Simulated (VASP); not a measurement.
Write the native input for VASP 6.6.1 that does the following.

* Task: relaxation of cell and atoms
* Functional: revPBE
* Potentials or basis: VASP PAW PBE potentials, release 64 (Bi_d, Te)
* Cutoff: 600 eV
* k mesh: 7 × 7 × 7
* Occupations: fermi-dirac, width 0.05 eV
* Spin: no spin polarisation
* Dipole correction: no
* Further INCAR settings: ALGO = Normal; EDIFF = 1e-06; IBRION = 2; EDIFFG = -0.01; NSW = 60; ISIF = 3

The structure of BiTe lies in POSCAR:

```
BiTe
1.0
    2.4227077728      1.3987509848      3.3172919545
   -2.4227077728      1.3987509848      3.3172919545
    0.0000000000     -2.7975019696      3.3172919545
Bi Te
1 1
Direct
    0.5000000000      0.5000000000      0.5000000000
    0.0000000000      0.0000000000      0.0000000000
```

These files were run (other wordings do the same):

INCAR

```
SYSTEM = BiTe
PREC = Accurate
ENCUT = 600
EDIFF = 1E-6
ISMEAR = -1
SIGMA = 0.05
LREAL = .False.
LASPH = .True.
NELM = 60
ALGO = Normal
ISIF = 3
LWAVE = .False.
LCHARG = .False.
GGA = RE
IBRION = 2
NSW = 60
EDIFFG = -0.01
```

KPOINTS

```
Automatic mesh
0
Gamma
  7 7 7
  0 0 0
```

Potentials or basis: VASP PAW PBE potentials, release 64 (Bi_d, Te).

Command:

```bash
$ cat potpaw_PBE.64/Bi_d/POTCAR potpaw_PBE.64/Te/POTCAR > POTCAR
$ mpirun -np 1 vasp_std > vasp.out
```

It gave:

| Quantity | Value |
| --- | --- |
| Relaxed volume | 34.57 Å³/atom |
| Relaxed cell | a = 4.385 Å, b = 4.385 Å, c = 4.385 Å, α = 67.50°, β = 67.50°, γ = 67.50° |
| Space group after relaxing (to 0.05 Å) | R-3m (No. 166) |
| Energy gained by relaxing | 2.6 meV/atom |
| Ionic steps | 12 |
| Pressure after relaxing | 0.0 GPa |

Caveat: the PAW data sets were made with another functional, which shifts forces and pressure a little.

It took 93 s on 1 thread of Intel(R) Xeon(R) 6975P-C (Granite Rapids), with other jobs on the host, peak memory 0.25 GiB.
